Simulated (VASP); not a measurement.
Set up this calculation in VASP 6.6.1, as the native input.

```
Task                   : single point
Functional             : LDA
Potentials or basis    : VASP PAW LDA potentials, release 64 (Si, C)
Cutoff                 : 600 eV
k mesh                 : 6 × 6 × 2
Occupations            : gaussian, width 0.1 eV
Spin                   : no spin polarisation
Dipole correction      : no
Further INCAR settings : ALGO = Normal; EDIFF = 1e-06; NBANDS = 36
```

The structure of SiC lies in POSCAR:

```
SiC
1.0
    3.0950005955      0.0000000000      0.0000000000
   -1.5475002978      2.6803491404      0.0000000000
    0.0000000000      0.0000000000     15.1700000000
Si C
6 6
Direct
    0.0000000000      0.0000000000      0.1250000000
    0.0000000000      0.0000000000      0.6250000000
    0.3333333333      0.6666666667      0.2917000000
    0.6666666667      0.3333333333      0.7917000000
    0.3333333333      0.6666666667      0.9583000000
    0.6666666667      0.3333333333      0.4583000000
    0.0000000000      0.0000000000      0.0000000000
    0.0000000000      0.0000000000      0.5000000000
    0.3333333333      0.6666666667      0.1667000000
    0.6666666667      0.3333333333      0.6667000000
    0.3333333333      0.6666666667      0.8333000000
    0.6666666667      0.3333333333      0.3333000000
```

These files were run (other wordings do the same):

INCAR

```
SYSTEM = SiC
ALGO = Normal ; EDIFF = 1E-6
ENCUT = 600 ; GGA = CA
GGA_COMPAT = .False. ; ISIF = 2
ISMEAR = 0 ; LASPH = .True.
LCHARG = .True. ; LELF = .True.
LREAL = .False. ; LVHAR = .True.
LWAVE = .False. ; NBANDS = 36
NELM = 120 ; PREC = Accurate
SIGMA = 0.1
```

KPOINTS

```
k-points
0
Gamma
  6 6 2
  0 0 0
```

Potentials or basis: VASP PAW LDA potentials, release 64 (Si, C).

Run with:

```console
$ cat potpaw_LDA.64/Si/POTCAR potpaw_LDA.64/C/POTCAR > POTCAR
$ mpirun -np 1 vasp_std > vasp.out
```

Results of the run:

| Property | Result |
| --- | --- |
| Pressure | -7.0 GPa |
| Largest force | 0.149 eV/Å |
| Band gap on the k mesh | 1.96 eV (least direct gap 3.06 eV) |

Caveat: the cell stands under tension.

It took 3 min on 1 thread of Oxide Virtual Turin-like Processor, on a shared host, peak memory 0.21 GiB.
